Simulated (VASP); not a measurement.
A run of VASP 6.6.1 is set up as follows.

File INCAR:

```
SYSTEM = SnSe
ALGO = Normal
EDIFF = 1E-7
ENCUT = 520
GGA = PS
ISIF = 2
ISMEAR = -1
LASPH = .True.
LCHARG = .False.
LREAL = .False.
LWAVE = .False.
NBANDS = 17
NELM = 60
PREC = Accurate
SIGMA = 0.05
```

File KPOINTS:

```
k-points
0
Gamma
  8 8 8
  0 0 0
```

The input POSCAR:

```
SnSe
1.0
    0.0000000000      2.9485541872      2.9485541872
    2.9485541872      0.0000000000      2.9485541872
    2.9485541872      2.9485541872      0.0000000000
Sn Se
1 1
Direct
    0.0000000000      0.0000000000      0.0000000000
    0.5000000000      0.5000000000      0.5000000000
```

Potentials or basis: VASP PAW PBE potentials, release 64 (Sn_d, Se).

Launch:

```sh
$ cat potpaw_PBE.64/Sn_d/POTCAR potpaw_PBE.64/Se/POTCAR > POTCAR
$ mpirun -np 1 vasp_std > vasp.out
```

Task: Predict the pressure.

Result: 1.5 GPa.

Task: Estimate the band gap on the k mesh.

Result: 0.76 eV, indirect (least direct gap 0.92 eV).

Caveat: the PAW data sets were made with another functional, which shifts forces and pressure a little; spin-orbit coupling is left out, which moves the levels of the heavy elements. A k mesh can miss the band edges.
